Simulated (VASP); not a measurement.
# BaO: single point with PBE+D3(BJ)

BaO:

```
CELL_PARAMETERS angstrom
0.00000 2.76000 2.76000
2.76000 0.00000 2.76000
2.76000 2.76000 0.00000
ATOMIC_POSITIONS crystal
Ba 0.00000 0.00000 0.00000
O 0.50000 0.50000 0.50000
```

| Item | Value |
| --- | --- |
| Program | VASP 6.6.1 |
| Task | single point |
| Functional | PBE |
| Dispersion | D3(BJ) |
| Potentials or basis | VASP PAW PBE potentials, release 64 (Ba_sv, O) |
| Cutoff | 600 eV |
| k mesh | 6 × 6 × 6 |
| Occupations | gaussian, width 0.1 eV |
| Spin | no spin polarisation |

```yaml
Pressure: 2.1 GPa
Band_gap_on_the_k_mesh: 1.94 eV
Dispersion_energy_per_atom: -0.229 eV
```

Levels at points of the mesh, in eV from the valence-band top:
| k point | band 4 | band 5 | band 6 | band 7 | band 8 | band 9 | band 10 | band 11 | band 12 | band 13 |
| --- | --- | --- | --- | --- | --- | --- | --- | --- | --- | --- |
| (0.00, 0.00, 0.00) | -10.41 | -10.41 | -0.37 | -0.37 | -0.37 | 3.59 | 4.68 | 4.68 | 4.68 | 6.97 |
| (0.50, 0.00, 0.00) | -10.53 | -10.53 | -2.04 | -1.53 | -1.53 | 4.94 | 7.18 | 7.18 | 8.24 | 10.57 |
| (0.50, 0.50, 0.00) | -11.01 | -11.01 | -0.17 | -0.17 | 0.00 | 1.94 | 6.01 | 8.93 | 9.46 | 9.79 |

It took 20 s on 1 thread of AMD EPYC 7R13 (shared host), peak memory 0.16 GiB.

Caveat: spin-orbit coupling is left out, which moves the levels of the heavy elements. A k mesh can miss the band edges.
